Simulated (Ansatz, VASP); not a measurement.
Two plane-wave programs on Ni

Contents of INCAR:

```
  ALGO = Normal
  EDIFF = 1E-6
  ENCUT = 690
  GGA = PE
  GGA_COMPAT = False
  ISIF = 2
  ISMEAR = -1
  ISPIN = 2
  LASPH = True
  LCHARG = True
  LELF = True
  LMAXMIX = 4
  LORBIT = 11
  LREAL = False
  LVHAR = True
  LWAVE = False
  MAGMOM = 2
  NBANDS = 19
  NELM = 200
  NUPDOWN = 2.0
  PREC = Accurate
  SIGMA = 0.05
```

Contents of KPOINTS:

```
k-points
0
Gamma
  11 11 11
```

The input POSCAR:

```
Ni
1.0
    0.0000000000      1.7375729330      1.7375729330
    1.7375729330      0.0000000000      1.7375729330
    1.7375729330      1.7375729330      0.0000000000
Ni
1
Direct
    0.0000000000      0.0000000000      0.0000000000
```

input.yaml

```yaml
crystal:
  lattice:
    - [0.0, 1.737572933, 1.737572933]
    - [1.737572933, 0.0, 1.737572933]
    - [1.737572933, 1.737572933, 0.0]
  atoms:
    - { symbol: Ni, position: [0.0, 0.0, 0.0], spin: 2.0 }
hamiltonian:
  xc: pbe
  pseudopotentials: { kind: paw }
magnetization:
  spin_polarized: true
  initial_magnetization: 2.0
  spin_locking: { lock_magnetization: hard }
kpoints:
  mp_grid: { grid: [11, 11, 11] }
scf:
  occupations: { method: fermi_dirac, width: 0.05 }
  lower_state_search: "off"
output:
  forces: true
  stress: true
  eigenvalues: true
  write_density: true
  write_potential: true
  elf: true
  volumetric_format: npy
```

Alike in both runs: task single point; functional PBE; k mesh 11 × 11 × 11; occupations fermi-dirac, width 0.05 eV; collinear spin; fixed moment 2 μB.

|  | VASP | Ansatz |
| --- | --- | --- |
| version | VASP 6.6.1 | Ansatz 0.2.0 |
| potentials or method | VASP PAW PBE potentials, release 64 (Ni_sv_GW) | Ansatz PAW |
| plane-wave cutoff (eV) | 690 | 420 |
| valence electrons in the cell | 18 | 18 |

```csv
,VASP,Ansatz,Ansatz less VASP
net moment per atom (μB),2.00,2.00,0.000
size of the moment on the site where the two differ most (μB),1.81,1.80,-0.006
```

Site moments also hang on the region over which each program counts them.
